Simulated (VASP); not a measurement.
# SiO2 in VASP: a series of runs

SiO2 is run at these levels: PBE; tasks: single point.

All numbers are computed with VASP 6.6.1; they aren't measurements. Logs are shortened: lines on timing, memory, paths and dates and some standing lists are left out, and cuts for length are marked.

### Step 1. The cell of the first run

The cell holds a slab with vacuum, 24 atoms: a = 5.921 Å, b = 5.337 Å, c = 17.771 Å, α = 90.00°, β = 90.00°, γ = 90.00°.

### Step 2. Single point, PBE

INCAR

```
PREC = Accurate
ENCUT = 520
EDIFF = 1E-6
ISMEAR = -1
SIGMA = 0.05
LREAL = Auto
LASPH = T
NELM = 100
ALGO = Normal
ISIF = 2
LWAVE = F
LCHARG = T
GGA = PE
LELF = T
LVHAR = T
NBANDS = 82
```

KPOINTS

```
regular mesh
0
Gamma
  2 2 1
```

POSCAR

```
SiO2
1.0
    5.9206050000      0.0000000000      0.0000000000
    0.0000000000      5.3368000000      0.0000000000
    0.0000000000      0.0000000000     17.7714160000
Si O
8 16
Direct
    0.0000000000      0.0000000000      0.0562701363
    0.4999995777      0.2500000000      0.0562701363
    0.4962330708     -0.0344026383      0.2606882873
    0.0212816089      0.2526982461      0.2351641535
    0.0000000000      0.5000000000      0.0562701363
    0.4999995777      0.7500000000      0.0562701363
    0.4969762381      0.4694011393      0.2737260779
   -0.0229706255      0.7437603058      0.2245122167
    1.0011645769     -0.0124044371      0.1553280842
    0.1941017852      0.2500000000      0.0562701363
    0.5099309952     -0.0096874532      0.1104188884
    0.8058973703      0.2500000000      0.0562701363
    0.4877542076     -0.0806101034      0.3498258102
    0.6743398690      0.2393756558      0.2237244348
   -0.0164003510     -0.0141470544      0.2813450543
    0.3193085842      0.2186141508      0.2423554769
    1.0309757195      0.4937603058      0.1563747087
    0.1941017852      0.7500000000      0.0562701363
    0.4781605934      0.5072140609      0.1107396282
    0.8058973703      0.7500000000      0.0562701363
    0.5111133068      0.4900502174      0.3616763009
    0.6914496069      0.7242167591      0.2294977508
    0.0208593547      0.5110740519      0.2832694930
    0.3226697272      0.7275708290      0.2324012898
```

Potentials or basis: VASP PAW PBE potentials, release 64 (Si, O).

Launch:

```bash
$ cat potpaw_PBE.64/Si/POTCAR potpaw_PBE.64/O/POTCAR > POTCAR
$ mpirun -np 1 vasp_std > vasp.out
```

OUTCAR:

```text
PREC = Accurate
   ENCUT = 520
   EDIFF = 1E-6
   ISMEAR = -1
   LREAL = Auto
   LASPH = T
   NELM = 100
   ISIF = 2
   GGA = PE

 ion  position               nearest neighbor table
   1  0.000  0.000  0.056-  10 1.76  18 1.76  12 1.76  20 1.76   9 1.76   5 2.67   5 2.67
   2  0.500  0.250  0.056-  19 1.68  11 1.69  10 1.81  12 1.81   6 2.67   6 2.67
   3  0.496  0.966  0.261-  13 1.60  24 1.71  16 1.74  22 1.82  14 1.92   7 2.66   7 2.70
   4  0.021  0.253  0.235-  23 1.62  15 1.66  16 1.78  17 1.90   9 2.01  14 2.07   8 2.64   8 2.74
                             7 3.12
   5  0.000  0.500  0.056-  10 1.76  18 1.76  12 1.76  20 1.76  17 1.79   1 2.67   1 2.67
   6  0.500  0.750  0.056-  11 1.60  19 1.62  18 1.81  20 1.81   2 2.67   2 2.67
   7  0.497  0.469  0.274-  21 1.57  16 1.79  14 1.84  24 1.87  22 1.95   3 2.66   3 2.70   4 3.12

   8  0.977  0.744  0.225-  15 1.64  23 1.64  22 1.70   9 1.80  17 1.83  24 2.05   4 2.64   4 2.74

   9  0.001  0.988  0.155-   1 1.76   8 1.80   4 2.01
  10  0.194  0.250  0.056-   1 1.76   5 1.76   2 1.81
  11  0.510  0.990  0.110-   6 1.60   2 1.69
  12  0.806  0.250  0.056-   1 1.76   5 1.76   2 1.81
  13  0.488  0.919  0.350-   3 1.60
  14  0.674  0.239  0.224-   7 1.84   3 1.92   4 2.07
  15  0.984  0.986  0.281-   8 1.64   4 1.66
  16  0.319  0.219  0.242-   3 1.74   4 1.78   7 1.79
  17  0.031  0.494  0.156-   5 1.79   8 1.83   4 1.90
  18  0.194  0.750  0.056-   1 1.76   5 1.76   6 1.81
  19  0.478  0.507  0.111-   6 1.62   2 1.68
  20  0.806  0.750  0.056-   1 1.76   5 1.76   6 1.81
  21  0.511  0.490  0.362-   7 1.57
  22  0.691  0.724  0.229-   8 1.70   3 1.82   7 1.95
  23  0.021  0.511  0.283-   4 1.62   8 1.64
  24  0.323  0.728  0.232-   3 1.71   7 1.87   8 2.05

  LATTYP: Found a simple orthorhombic cell.
 ALAT       =     5.3368000000
 B/A-ratio  =     1.1093923325
 C/A-ratio  =     3.3299760156

  Lattice vectors:

 A1 = (   0.0000000000,  -5.3368000000,   0.0000000000)
 A2 = (   5.9206050000,   0.0000000000,   0.0000000000)
 A3 = (   0.0000000000,   0.0000000000,  17.7714160000)

Analysis of symmetry for initial positions (statically):
=====================================================================
 Subroutine PRICEL returns:
 Original cell was already a primitive cell.

 Routine SETGRP: Setting up the symmetry group for a
 simple orthorhombic supercell.

 Subroutine GETGRP returns: Found  1 space group operations
 (whereof  1 operations were pure point group operations)
 out of a pool of  8 trial point group operations.

The static configuration has the point symmetry C_1 .

Analysis of symmetry for dynamics (positions and initial velocities):
=====================================================================
 Subroutine PRICEL returns:
 Original cell was already a primitive cell.

 Routine SETGRP: Setting up the symmetry group for a
 simple orthorhombic supercell.

 Subroutine GETGRP returns: Found  1 space group operations
 (whereof  1 operations were pure point group operations)
 out of a pool of  8 trial point group operations.

The dynamic configuration has the point symmetry C_1 .

 Subroutine INISYM returns: Found  1 space group operations
 (whereof  1 operations are pure point group operations),
 and found     1 'primitive' translations

----------------------------------------------------------------------------------------

                                     Primitive cell

  volume of cell :     561.5249

  direct lattice vectors                    reciprocal lattice vectors
     5.920605000  0.000000000  0.000000000     0.168901658  0.000000000  0.000000000
     0.000000000  5.336800000  0.000000000     0.000000000  0.187378204  0.000000000
     0.000000000  0.000000000 17.771416000     0.000000000  0.000000000  0.056270136

  length of vectors
     5.920605000  5.336800000 17.771416000     0.168901658  0.187378204  0.056270136

  position of ions in fractional coordinates (direct lattice)
     0.000000000  0.000000000  0.056270136
     0.499999578  0.250000000  0.056270136
     0.496233071  0.965597362  0.260688287
     0.021281609  0.252698246  0.235164154
     0.000000000  0.500000000  0.056270136
     0.499999578  0.750000000  0.056270136
[... 16 lines left out ...]
     0.020859355  0.511074052  0.283269493
     0.322669727  0.727570829  0.232401290

  ion indices of the primitive-cell ions
   primitive index   ion index
                 1           1
                 2           2
                 3           3
                 4           4
                 5           5
                 6           6
[... 16 lines left out ...]
                23          23
                24          24

----------------------------------------------------------------------------------------

 KPOINTS: regular mesh

Automatic generation of k-mesh.
 Grid dimensions read from file:
 generate k-points for:    2    2    1

 Generating k-lattice:

  Cartesian coordinates                     Fractional coordinates (reciprocal lattice)
     0.084450829  0.000000000  0.000000000     0.500000000  0.000000000  0.000000000
     0.000000000  0.093689102  0.000000000     0.000000000  0.500000000  0.000000000
     0.000000000  0.000000000  0.056270136     0.000000000  0.000000000  1.000000000

  Length of vectors
     0.084450829  0.093689102  0.056270136

  Shift w.r.t. Gamma in fractional coordinates (k-lattice)
     0.000000000  0.000000000  0.000000000

 Subroutine IBZKPT returns following result:
 ===========================================

 Found      4 irreducible k-points:

 Following reciprocal coordinates:
            Coordinates               Weight
  0.000000  0.000000  0.000000      1.000000
  0.500000  0.000000  0.000000      1.000000
  0.000000  0.500000  0.000000      1.000000
  0.500000  0.500000  0.000000      1.000000
   k-points           NKPTS =      4   k-points in BZ     NKDIM =      4   number of bands    NBANDS=     82
   number of dos      NEDOS =    301   number of ions     NIONS =     24
   total plane-waves  NPLWV = 268800
   dimension x,y,z NGX =    48 NGY =   40 NGZ =  140
   dimension x,y,z NGXF=    96 NGYF=   80 NGZF=  280
   ions per type =               8  16
   NGX,Y,Z   is equivalent  to a cutoff of  13.48, 12.46, 13.10 a.u.
   NGXF,Y,Z  is equivalent  to a cutoff of  26.96, 24.92, 26.19 a.u.
 SYSTEM =  unknown system
   PREC   = accura    normal or accurate (medium, high low for compatibility)
   ISTART =      0    job   : 0-new  1-cont  2-samecut
   ICHARG =      2    charge: 1-file 2-atom 10-const
   ISPIN  =      1    spin polarized calculation?
   LNONCOLLINEAR =      F non collinear calculations
   LSORBIT =      F    spin-orbit coupling
   LASPH  =      T    aspherical Exc in radial PAW
   ENCUT  =  520.0 eV  38.22 Ry    6.18 a.u.  11.01  9.92 33.04*2*pi/ulx,y,z
   NELM   =    100;   NELMIN=  2; NELMDL= -5     # of ELM steps
   EDIFF  = 0.1E-05   stopping-criterion for ELM
   LREAL  =      T    real-space projection
   EDIFFG = 0.1E-04   stopping-criterion for IOM
   NSW    =      0    number of steps for IOM
   IBRION =     -1    ionic relax: 0-MD 1-quasi-New 2-CG
   NFREE  =      0    steps in history (QN), initial steepest desc. (CG)
   ISIF   =      2    stress and relaxation
   ISYM   =      2    0-nonsym 1-usesym 2-fastsym
   POTIM  = 0.5000    time-step for ionic-motion
   TEBEG  =    0.0;   TEEND  =   0.0 temperature during run
   PSTRESS=    0.0 pullay stress
   NELECT =     128.0000    total number of electrons
   NUPDOWN=      -1.0000    fix difference up-down
   EMIN   =  10.00;   EMAX   =-10.00  energy-range for DOS
   EFERMI =   0.00;   METHOD = LEGACY
   ISMEAR =    -1;   SIGMA  =   0.05  broadening in eV -4-tet -1-fermi 0-gaus
   EFERMI_NEDOS =   21; number of points for ismear=-14 and -15
   IALGO  =     38    algorithm
   IMIX   =      4    mixing-type and parameters
     AMIX     =   0.40;   BMIX     =  1.00
     AMIX_MAG =   1.60;   BMIX_MAG =  1.00
  volume/ion in A,a.u.               =      23.40       157.89
  Fermi-wavevector in a.u.,A,eV,Ry     =   1.000050  1.889821 13.607192  1.000100
  Thomas-Fermi vector in A             =   2.132381
   LORBIT       =      0    0 simple, 1 ext, 2 COOP (PROOUT), +10 PAW based schemes
   GGA     = PE    functional components
   LHFCALC =     F    Hartree Fock is set to
   AEXX    =    0.0000 exact exchange contribution
   IVDW    =     0    specifies the selected vdW correction
   LEPSILON=     F    determine dielectric tensor
   LRPA    =     F    only Hartree local field effects (RPA)
 non-spin polarized calculation
  energy-cutoff  :      520.00
  volume of cell :      561.52
 maximum number of plane-waves:     15140
 NGX is ok and might be reduce to    48
   NGX = 23   NGY = 19   NGZ = 67

 number of electron     127.9999991 magnetization

 Free energy of the ion-electron system (eV)
  ---------------------------------------------------
  ext. energy  EPLUGINS =         0.00000000
  ---------------------------------------------------
  free energy    TOTEN  =      -165.57695730 eV

  energy without entropy =     -165.48407515  energy(sigma->0) =     -165.53051622

 E-fermi :  -1.3185     XC(G=0):  -5.1998

 val. band max:       -1.3649598696   @ k =   0.5000   0.5000   0.0000
 cond. band min:      -1.3036679527   @ k =   0.0000   0.5000   0.0000
 fundamental gap:      0.0612919169
 Fermi energy:        -1.3185477628

 k-point     1 :       0.0000    0.0000    0.0000
  band No.  band energies     occupation
      1     -25.2735      2.00000
      2     -23.8366      2.00000
      3     -23.2465      2.00000
      4     -22.4613      2.00000
      5     -22.4087      2.00000
      6     -22.1858      2.00000
[... 68 lines left out ...]
     75       5.1930      0.00000
     76       5.9126      0.00000

 k-point     2 :       0.5000    0.0000    0.0000
  band No.  band energies     occupation
      1     -25.0443      2.00000
      2     -23.9381      2.00000
      3     -23.7629      2.00000
      4     -22.5342      2.00000
      5     -22.0594      2.00000
      6     -21.7930      2.00000
[... 68 lines left out ...]
     75       5.2762      0.00000
     76       5.4159      0.00000

 k-point     3 :       0.0000    0.5000    0.0000
  band No.  band energies     occupation
      1     -24.6620      2.00000
      2     -24.6533      2.00000
      3     -22.8856      2.00000
      4     -22.8354      2.00000
      5     -21.9400      2.00000
      6     -21.8637      2.00000
[... 68 lines left out ...]
     75       5.2956      0.00000
     76       5.7979      0.00000

 k-point     4 :       0.5000    0.5000    0.0000
  band No.  band energies     occupation
      1     -24.4898      2.00000
      2     -24.4663      2.00000
      3     -23.3902      2.00000
      4     -23.3236      2.00000
      5     -21.7171      2.00000
      6     -21.4971      2.00000
[... 68 lines left out ...]
     75       5.7203      0.00000
     76       5.8870      0.00000
 [bands above 76 left out]

------------------------ aborting loop because EDIFF is reached ----------------------------------------

  FORCE on cell =-STRESS in cart. coord.  units (eV):
  Direction    XX          YY          ZZ          XY          YZ          ZX
  --------------------------------------------------------------------------------------
  -------------------------------------------------------------------------------------
  Total       21.9734575      3.9154332      8.1619115      1.9079964      4.6441475      1.1688105
  in kB       62.6960141     11.1717536     23.2880655      5.4440122     13.2509658      3.3349217
  external PRESSURE =      32.3852778 kB  Pullay stress =       0.0000000 kB

 VOLUME and BASIS-vectors are now :
 -----------------------------------------------------------------------------
  energy-cutoff  :      520.00
  volume of cell :      561.52
      direct lattice vectors                 reciprocal lattice vectors
     5.920605000  0.000000000  0.000000000     0.168901658  0.000000000  0.000000000
     0.000000000  5.336800000  0.000000000     0.000000000  0.187378204  0.000000000
     0.000000000  0.000000000 17.771416000     0.000000000  0.000000000  0.056270136

 POSITION                                       TOTAL-FORCE (eV/Angst)
 -----------------------------------------------------------------------------------
      0.00000      0.00000      1.00000         0.277191     -0.175008      6.673976
      2.96030      1.33420      1.00000        -0.150592     -0.004470      1.366781
      2.93800      5.15320      4.63280         1.398686      0.196786     -1.808056
      0.12600      1.34860      4.17920        -1.217695     -1.488014     -1.251773
      0.00000      2.66840      1.00000         0.571227     -0.037969      6.636055
      2.96030      4.00260      1.00000        -0.249825     -0.488621     -0.200017
[... 16 lines left out ...]
      0.12350      2.72750      5.03410        -0.855361     -1.116797      2.426062
      1.91040      3.88290      4.13010        -0.313673     -0.372871      0.026585
 -----------------------------------------------------------------------------------
    total drift:                                0.005803     -0.011703      0.017813

  FREE ENERGIE OF THE ION-ELECTRON SYSTEM (eV)
  ---------------------------------------------------
  free  energy   TOTEN  =      -165.5769573028 eV

  energy  without entropy=     -165.4840751456  energy(sigma->0) =     -165.53051622
```

It took 8.4 min on 1 thread of Intel Xeon Platinum 8259CL at 2.50GHz (Skylake/Cascade Lake), shared host; peak memory 0.59 GiB.

What came out:

* Free energy: -165.5770 eV
* Largest force: 6.682 eV/Å
* Band gap on the k mesh: zero (bands 64 and 65 overlap by 0.18 eV)

Forces in eV/Å, atoms in the order of the input:
```
Si   0.277 -0.175  6.674
Si  -0.151 -0.004  1.367
Si   1.399  0.197 -1.808
Si  -1.218 -1.488 -1.252
Si   0.571 -0.038  6.636
Si  -0.250 -0.489 -0.200
Si   0.601  0.595 -3.789
Si   1.588  0.108 -0.409
O    0.305  0.677 -1.511
O   -1.545 -0.690 -3.543
O   -0.609  2.157 -0.027
O    1.352  0.422 -2.957
O    0.423  0.101  1.621
O    1.075 -0.011  2.285
O    0.369  1.163  2.057
O   -1.629  0.765  0.194
O   -1.446 -0.166 -1.402
O   -1.671  0.379 -4.013
O    1.264 -1.804 -0.650
O    1.434 -0.814 -3.292
O    0.094  0.401  1.050
O   -1.064  0.203  0.516
O   -0.855 -1.117  2.426
O   -0.314 -0.373  0.027
```

Caveat: the k points lie up to 0.59 Å⁻¹ apart.

### Step 3. Single point, PBE

INCAR

```
PREC     = Accurate       # precision mode
ENCUT    = 520            # plane-wave cutoff, eV
EDIFF    = 1E-7           # SCF threshold, eV
ISMEAR   = -1             # smearing method
SIGMA    = 0.05           # smearing width, eV
LREAL    = Auto         
LASPH    = True           # aspherical terms in the spheres
NELM     = 100            # most SCF steps
ALGO     = Normal         # electronic algorithm
ISIF     = 2              # what is computed and relaxed
LWAVE    = False          # write WAVECAR
LCHARG   = False          # write CHGCAR
GGA      = PE             # functional
NBANDS   = 82             # bands
```

KPOINTS

```
Automatic mesh
0
Gamma
  2 2 1
```

POSCAR

```
SiO2
1.0
    5.9206050000      0.0000000000      0.0000000000
    0.0000000000      5.3368000000      0.0000000000
    0.0000000000      0.0000000000     17.7714160000
Si O
8 16
Direct
    0.0000000000      0.0000000000      0.0562701363
    0.4999995777      0.2500000000      0.0562701363
    0.5155723106     -0.0517725978      0.2568956801
   -0.0048474776      0.2249475341      0.2352485587
    0.0000000000      0.5000000000      0.0562701363
    0.4999995777      0.7500000000      0.0562701363
    0.5061307079      0.4665529906      0.2663040469
    0.0149646869      0.7292947084      0.2285299044
    1.0106230698      0.0024359167      0.1541407843
    0.1941017852      0.2500000000      0.0562701363
    0.4905748652      0.0108866737      0.1168168029
    0.8058973703      0.2500000000      0.0562701363
    0.5017392648     -0.1722942587      0.3636570097
    0.6870412737      0.2167028931      0.2556408561
   -0.0136303638     -0.0243779044      0.2940170890
    0.3094278372      0.2181457053      0.2544254211
    0.9791904712      0.4910995353      0.1525764745
    0.1941017852      0.7500000000      0.0562701363
    0.5217878916      0.4968333083      0.1068738698
    0.8058973703      0.7500000000      0.0562701363
    0.5215514293      0.5343276870      0.3616087767
    0.6841192750      0.7060223355      0.2312815141
   -0.0196601530      0.4772897617      0.2942365425
    0.3008476330      0.7056101034      0.2326601324
```

Potentials or basis: VASP PAW PBE potentials, release 64 (Si, O).

Launch:

```bash
$ cat potpaw_PBE.64/Si/POTCAR potpaw_PBE.64/O/POTCAR > POTCAR
$ mpirun -np 1 vasp_std > vasp.out
```

Run time: 8.3 min. Hardware: 1 thread of Intel Xeon Platinum 8259CL at 2.50GHz (Skylake/Cascade Lake), shared host; peak memory 0.59 GiB.

It converged, with:

```
Free energy            : -166.9358 eV
Largest force          : 5.566 eV/Å
Band gap on the k mesh : 0.11 eV (least direct gap 0.21 eV)
```

Forces in eV/Å, atoms in the order of the input:
```
Si  -0.096  0.239  5.434
Si   0.023 -2.578 -0.767
Si  -1.984  0.328  1.795
Si   0.496  0.261  2.446
Si  -0.287 -0.242  5.553
Si   0.088  2.873  0.190
Si  -1.050  0.236  0.751
Si  -1.940 -0.772  2.977
O   -0.520 -0.493  1.949
O   -1.393  0.530 -3.229
O    0.575 -1.540 -0.009
O    1.786 -0.755 -3.615
O    0.228 -0.984 -1.946
O   -0.826 -0.706 -1.610
O    0.711 -1.593 -2.282
O    1.167 -0.300 -0.867
O    1.126  0.227  1.972
O   -1.434 -0.466 -2.768
O   -1.307  0.776  1.313
O    1.819  0.706 -3.195
O   -0.478  2.339 -1.251
O   -0.150  0.687 -0.536
O    1.179  0.609 -2.350
O    2.269  0.618  0.044
```

Levels at points of the mesh, in eV from the valence-band top:
```tsv
k point	band 62	band 63	band 64	band 65	band 66	band 67
(0.00, 0.00, 0.00)	-0.75	-0.08	-0.03	0.19	0.74	1.18
(0.50, 0.00, 0.00)	-0.89	-0.45	-0.05	0.49	0.97	1.83
(0.00, 0.50, 0.00)	-0.32	-0.22	-0.13	0.11	0.84	0.86
(0.50, 0.50, 0.00)	-0.60	-0.04	0.00	0.24	0.68	0.71
```

Caveat: the k points lie up to 0.59 Å⁻¹ apart.

(Part 1 of 2 ends here.)
